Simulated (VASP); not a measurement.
BeS, 2 atoms in the cell. The structure is cubic, space group Fm-3m (No. 225). The conventional cell has a = 4.635 Å, b = 4.635 Å, c = 4.635 Å, α = 90.00°, β = 90.00°, γ = 90.00°. Be (site symmetry m-3m) has 6 S at 2.32 Å within 3.1 Å. S (site symmetry m-3m) has 6 Be at 2.32 Å within 3.1 Å. 

* Program: VASP 6.6.1
* Task: dielectric tensor
* Functional: PBE
* Potentials or basis: VASP PAW PBE potentials, release 64 (Be, S)
* Cutoff: 520 eV
* k mesh: 8 × 8 × 8
* Occupations: gaussian, width 0.01 eV
* Spin: no spin polarisation
* Dipole correction: no
* Further INCAR settings: ALGO = Normal; EDIFF = 1e-08

Potentials or basis: VASP PAW PBE potentials, release 64 (Be, S).

The run is started by

```bash
$ cat potpaw_PBE.64/Be/POTCAR potpaw_PBE.64/S/POTCAR > POTCAR
$ mpirun -np 1 vasp_std > vasp.out
```

Hardware: 1 thread of AMD EPYC 9R45 96-Core Processor (Zen 5), on a shared host.

Estimate the wall time of this run.

It took 42 s on 1 thread of AMD EPYC 9R45 96-Core Processor (Zen 5), on a shared host, peak memory 0.13 GiB. Counts: scf iterations 111, k points 29.
